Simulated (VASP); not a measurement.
Input of a VASP 6.6.1 run:

Contents of INCAR:

```
SYSTEM = Pd
ALGO = Normal
EDIFF = 1E-7
ENCUT = 520
ISIF = 2
ISMEAR = -1
LASPH = .TRUE.
LCHARG = .TRUE.
LELF = .TRUE.
LREAL = .FALSE.
LVHAR = .TRUE.
LWAVE = .FALSE.
NBANDS = 11
NELM = 100
PREC = Accurate
SIGMA = 0.05
```

File KPOINTS:

```
k-points
0
G
  18 18 18
  0 0 0
```

The input POSCAR:

```
Pd
1.0
    0.0000000000      1.9837980000      1.9449000000
    1.9837980000      0.0000000000      1.9449000000
    1.9837980000      1.9837980000      0.0000000000
Pd
1
Direct
    0.0000000000      0.0000000000      0.0000000000
```

Potentials or basis: VASP PAW LDA potentials, release 64 (Pd).

Run with:

```sh
$ cat potpaw_LDA.64/Pd/POTCAR > POTCAR
$ mpirun -np 1 vasp_std > vasp.out
```

Task: Predict the pressure.

Result: -14.2 GPa.

Task: Estimate the band gap on the k mesh.

Result: Zero (bands 5 and 6 overlap by 1.52 eV).

Stress tensor (GPa, compression positive):
```
-14.54   0.00   0.00
  0.00 -14.54   0.00
  0.00   0.00 -13.60
```

Caveat: the cell differs from its parent crystal (equal xx and yy strain of +2 %); the cell stands under tension.
